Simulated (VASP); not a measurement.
Input of a VASP 6.6.1 run:

The input INCAR:

```
SYSTEM = C
  PREC = Accurate
  ENCUT = 520
  EDIFF = 1E-6
  ISMEAR = -1
  SIGMA = 0.05
  LREAL = Auto
  LASPH = .TRUE.
  NELM = 100
  ALGO = Normal
  ISIF = 2
  LWAVE = .FALSE.
  LCHARG = .TRUE.
  GGA = PE
  IVDW = 12
  LELF = .TRUE.
  LVHAR = .TRUE.
  NBANDS = 51
```

File KPOINTS:

```
regular mesh
0
G
  2 2 1
  0 0 0
```

POSCAR

```
C
1.0
    7.3980000000      0.0000000000      0.0000000000
   -3.6990000000      6.4068560000      0.0000000000
    0.0000000000      0.0000000000     12.0000000000
C
18
Direct
    0.0153741714     -0.0001248662      0.0815083333
    0.2428025999      0.1207768678      0.0738250000
    0.0176798393      0.3440376996      0.0642916667
    0.2410125555      0.4592892364      0.0745000000
    0.0134530909      0.6671603045      0.0734166667
    0.2350780812      0.7785097714      0.0752833333
    0.3564027350      0.0021539426      0.0776000000
    0.5789531875      0.1248974536      0.0621166667
    0.3453185527      0.3391366998      0.0763333333
    0.5705569883      0.4468182210      0.0790916667
    0.3567586136      0.6830495332      0.0849166667
    0.5842776489      0.7945082580      0.0845416667
    0.6954246857      0.0119091174      0.0727666667
    0.9164685370      0.1165001992      0.0693583333
    0.6878891939      0.3416340246      0.0712833333
    0.9103320479      0.4531863991      0.0644083333
    0.6854376877      0.6712808903      0.0758500000
    0.8998323636      0.7764963033      0.0734250000
```

Potentials or basis: VASP PAW PBE potentials, release 64 (C).

Command:

```console
$ cat potpaw_PBE.64/C/POTCAR > POTCAR
$ mpirun -np 1 vasp_std > vasp.out
```

Question: Predict the dispersion energy per atom.

Answer: -0.089 eV.

Question: What does it give for the largest force?

Answer: 3.524 eV/Å.

Forces on the atoms (eV/Å):
```
C    1.139  0.964 -1.412
C    0.583 -2.150  0.991
C    3.000 -0.399  0.439
C    0.016 -0.705  0.161
C    0.468  1.192 -0.513
C    1.025  1.730  0.808
C   -1.934  2.586 -1.411
C    0.603 -2.847  1.896
C    1.445  0.424  0.048
C    0.105  0.424 -0.653
C    0.231 -1.732 -0.919
C   -0.887 -1.171 -0.687
C   -0.886 -0.092 -0.475
C   -1.886  0.951  0.319
C   -1.724  0.409 -0.671
C   -1.215 -0.839  0.606
C   -1.434 -0.053  0.816
C    1.352  1.309  0.657
```

Caveat: the k points lie up to 0.49 Å⁻¹ apart; the atoms stand as in a frame of molecular dynamics; there is no dipole correction, which matters where the two faces differ.
